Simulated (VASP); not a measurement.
# GaS5: relaxation of cell and atoms with PBE

GaS5:

```
Ga S
1.0
     5.95785    0.00000    0.00000
    -2.97893    5.15965    0.00000
     0.00000    0.00000    5.35730
Ga S
1 5
Direct
  0.00000 0.00000 0.50000
  0.00000 0.33453 0.00000
  0.66547 0.66547 0.00000
  0.33453 0.00000 0.00000
  0.66667 0.33333 0.50000
  0.33333 0.66667 0.50000
```

```
Program                : VASP 6.6.1
Task                   : relaxation of cell and atoms
Functional             : PBE
Potentials or basis    : VASP PAW PBE potentials, release 64 (Ga_d, S)
Cutoff                 : 600 eV
k mesh                 : 3 × 3 × 4
Occupations            : gaussian, width 0.1 eV
Spin                   : no spin polarisation
Dipole correction      : no
Further INCAR settings : ALGO = Normal; EDIFF = 1e-07; IBRION = 2; EDIFFG = -0.04; NSW = 90; ISIF = 3
```

```
Relaxed volume                         : 17.75 Å³/atom
Relaxed cell                           : a = 6.011 Å, b = 6.011 Å, c = 3.403 Å, α = 90.00°, β = 90.00°, γ = 120.00°
Space group after relaxing (to 0.05 Å) : P-62m (No. 189)
Energy gained by relaxing              : 951.4 meV/atom
Ionic steps                            : 24
Pressure after relaxing                : -0.1 GPa
Largest force after relaxing           : 0.008 eV/Å
```

Forces in eV/Å, atoms in the order of the input:
```
Ga   0.000  0.000  0.000
S   -0.004  0.007  0.000
S   -0.004 -0.007  0.000
S    0.008  0.000  0.000
S    0.000  0.000  0.000
S    0.000  0.000  0.000
```

Stress tensor (GPa, compression positive):
```
-0.05  0.00  0.00
 0.00 -0.05  0.00
 0.00  0.00 -0.22
```

Step by step:
| step | energy change (eV) | largest force (eV/Å) | pressure (GPa) | volume (Å³) |
| --- | --- | --- | --- | --- |
| 1 | 0.0000 | 0.2327 | -10.47 | 164.69 |
| 2 | -2.7102 | 0.4085 | -9.40 | 125.48 |
| 3 | 8.0532 | 0.9879 | 153.43 | 54.45 |
| 4 | -3.3752 | 0.4075 | -6.67 | 113.75 |
| 5 | -3.7677 | 0.3760 | 5.52 | 93.28 |
| 6 | -3.8082 | 0.3598 | 0.92 | 98.84 |
| 7 | -4.6597 | 0.3578 | 3.22 | 94.76 |
| 8 | -2.0304 | 1.4237 | 43.18 | 78.64 |
| 9 | -4.9974 | 0.0966 | 10.57 | 90.41 |
| 10 | -5.3718 | 0.1836 | 6.34 | 96.10 |
| 11 | -5.5254 | 0.4414 | 2.51 | 103.39 |
| 12 | -5.5765 | 0.3088 | 0.35 | 105.52 |
| 13 | -5.5811 | 0.2510 | -0.51 | 106.44 |
| 14 | -5.5916 | 0.2381 | -0.37 | 106.10 |
| 15 | -5.6187 | 0.2059 | 0.14 | 105.09 |
| 16 | -5.6485 | 0.0622 | 1.47 | 103.10 |
| 17 | -5.6556 | 0.0372 | 1.41 | 103.26 |
| 18 | -5.6728 | 0.0201 | 1.16 | 103.74 |
| 19 | -5.6832 | 0.2286 | 0.97 | 104.69 |
| 20 | -5.6852 | 0.1530 | 0.98 | 104.39 |
| 21 | -5.6947 | 0.1162 | 0.64 | 104.98 |
| 22 | -5.7071 | 0.0191 | -0.34 | 106.74 |
| 23 | -5.7071 | 0.0152 | -0.38 | 106.82 |
| 24 | -5.7081 | 0.0083 | -0.11 | 106.49 |

Final structure:
```yaml
crystal:
  lattice:
    - [6.01150, 0.00000, 0.00000]
    - [-3.00575, 5.20611, 0.00000]
    - [0.00000, 0.00000, 3.40257]
  atoms:
    - { symbol: Ga, position: [0.00000, 0.00000, 0.50000] }
    - { symbol: S, position: [0.00000, 0.31751, 0.00000] }
    - { symbol: S, position: [0.68249, 0.68249, 0.00000] }
    - { symbol: S, position: [0.31751, 0.00000, 0.00000] }
    - { symbol: S, position: [0.66667, 0.33333, 0.50000] }
    - { symbol: S, position: [0.33333, 0.66667, 0.50000] }
```

Levels at points of the mesh, in eV from the Fermi level:
```
           k point  band 18  band 19  band 20  band 21  band 22  band 23  band 24  band 25
(0.00, 0.00, 0.00)    -1.39    -1.35    -0.99    -0.12    -0.12     0.79     0.90     0.90
(0.00, 0.00, 0.50)    -3.14    -3.14    -0.89    -0.89    -0.04     0.55     0.55     1.61
```

It took 9.6 min on 1 thread of Intel(R) Xeon(R) 6975P-C (Granite Rapids) (shared host), peak memory 0.38 GiB.

Caveat: the k points lie up to 0.46 Å⁻¹ apart in the final cell; the volume moved by over 15 % at a fixed basis, so the end points are rough.
